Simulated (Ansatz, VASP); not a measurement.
**GaSb: VASP beside Ansatz**

```
Ga Sb
1.0
     0.00000    2.96105    2.96105
     2.96105    0.00000    2.96105
     2.96105    2.96105    0.00000
Ga Sb
1 1
Direct
  0.00000 0.00000 0.00000
  0.25000 0.25000 0.25000
```

Alike in both runs: task single point; functional PBEsol; k mesh 12 × 12 × 12; occupations gaussian, width 0.1 eV; no spin polarisation.

|  | VASP | Ansatz |
| --- | --- | --- |
| version | VASP 6.6.1 | Ansatz 0.2.0 |
| potentials or method | VASP PAW PBE potentials, release 64 (Ga_d, Sb), cutoff 500 eV | scalar-relativistic, plane waves, PAW |
| valence electrons in the cell | 18 | 28 |

|  | VASP | Ansatz | Ansatz less VASP |
| --- | --- | --- | --- |
| gap on the k mesh at the Fermi level (eV) | 0.56 | 0.56 | +0.001 |
| least direct gap on the mesh (eV) | 0.71 | 0.69 | -0.017 |
| pressure (GPa) | 6.2 | 6.1 | -0.14 |

VASP's potentials were made for PBE, not for PBEsol. VASP's potentials hold 18 valence electrons a cell and Ansatz's 28, so a difference there can come from the potentials and not from the codes.

Spin-orbit coupling is off throughout.
